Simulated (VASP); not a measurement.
CaSe, 2 atoms in the cell. It takes space group R-3m (No. 166, trigonal). The conventional cell has a = 5.140 Å, b = 5.140 Å, c = 6.577 Å, α = 90.00°, β = 90.00°, γ = 120.00°. Within 4.2 Å of Ca (site symmetry -3m) lie 8 Se at 3.16 to 3.29 Å and 6 Ca at 3.69 Å. Within 4.2 Å of Se (site symmetry -3m) lie 8 Ca at 3.16 to 3.29 Å and 6 Se at 3.69 Å.  This cell differs from its parent crystal: strain along [111] +4.5%.

| Item | Value |
| --- | --- |
| Program | VASP 6.6.1 |
| Task | single point |
| Functional | PBE |
| Potentials or basis | VASP PAW PBE potentials, release 64 (Ca_sv, Se) |
| Cutoff | 520 eV |
| k mesh | 8 × 8 × 8 |
| Occupations | fermi-dirac, width 0.02 eV |
| Spin | no spin polarisation |
| Dipole correction | no |
| Further INCAR settings | ALGO = Normal; EDIFF = 1e-06; NBANDS = 15 |

Potentials or basis: VASP PAW PBE potentials, release 64 (Ca_sv, Se).

Command:

```sh
$ cat potpaw_PBE.64/Ca_sv/POTCAR potpaw_PBE.64/Se/POTCAR > POTCAR
$ mpirun -np 1 vasp_std > vasp.out
```

Hardware: 1 thread of Intel(R) Xeon(R) Platinum 8259CL CPU @ 2.50GHz (Skylake/Cascade Lake), on a shared host.

Task: How long does it take, and how much memory?

Result: It took 35 s on 1 thread of Intel(R) Xeon(R) Platinum 8259CL CPU @ 2.50GHz (Skylake/Cascade Lake), on a shared host, peak memory 0.19 GiB. Counts: scf iterations 13, k points 65.
